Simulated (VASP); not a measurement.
Write the native input for VASP 6.6.1 that does the following.

| Property | Result |
| --- | --- |
| Task | single point |
| Functional | PBE |
| Potentials or basis | VASP PAW PBE potentials, release 64 (Zr_sv, B, C) |
| Cutoff | 520 eV |
| k mesh | 12 × 12 × 12 |
| Occupations | gaussian, width 0.1 eV |
| Spin | no spin polarisation |
| Dipole correction | no |
| Further INCAR settings | ALGO = Normal; EDIFF = 1e-06; NBANDS = 25 |

The structure of ZrB4C2 lies in POSCAR:

```
ZrB4C2
1.0
   -2.6514979705      2.6514979705      2.2139654053
    2.6514979705     -2.6514979705      2.2139654053
    2.6514979705      2.6514979705     -2.2139654053
Zr B C
1 4 2
Direct
    0.0000000000      0.0000000000      0.0000000000
    0.3343861948      0.3343861948      0.6687723896
    0.6656138052      0.3343861948      0.0000000000
    0.3343861948      0.6656138052      0.0000000000
    0.6656138052      0.6656138052      0.3312276104
    0.2500000000      0.7500000000      0.5000000000
    0.7500000000      0.2500000000      0.5000000000
```

The cell was built from a structure type or drawn by symmetry, and may not be a known phase.

These files were run (other wordings do the same):

INCAR

```
PREC     = Accurate       # precision mode
ENCUT    = 520            # plane-wave cutoff, eV
EDIFF    = 1E-6           # SCF threshold, eV
ISMEAR   = 0              # smearing method
SIGMA    = 0.1            # smearing width, eV
LREAL    = F              # projectors in reciprocal space
LASPH    = T              # aspherical terms in the spheres
NELM     = 80             # most SCF steps
ALGO     = Normal         # electronic algorithm
ISIF     = 2              # what is computed and relaxed
LWAVE    = F              # write WAVECAR
LCHARG   = F              # write CHGCAR
GGA      = PE             # functional
NBANDS   = 25             # bands
```

KPOINTS

```
regular mesh
0
Gamma
  12 12 12
```

Potentials or basis: VASP PAW PBE potentials, release 64 (Zr_sv, B, C).

Run with:

```console
$ cat potpaw_PBE.64/Zr_sv/POTCAR potpaw_PBE.64/B/POTCAR potpaw_PBE.64/C/POTCAR > POTCAR
$ mpirun -np 1 vasp_std > vasp.out
```

Results of the run:

The pressure is 0.1 GPa, the largest force is 0.008 eV/Å and the band gap on the k mesh is zero (bands 16 and 17 overlap by 1.98 eV).

Wall time 3.2 min on 1 thread of Intel(R) Xeon(R) Platinum 8259CL CPU @ 2.50GHz (Skylake/Cascade Lake) (shared host), peak memory 0.35 GiB.
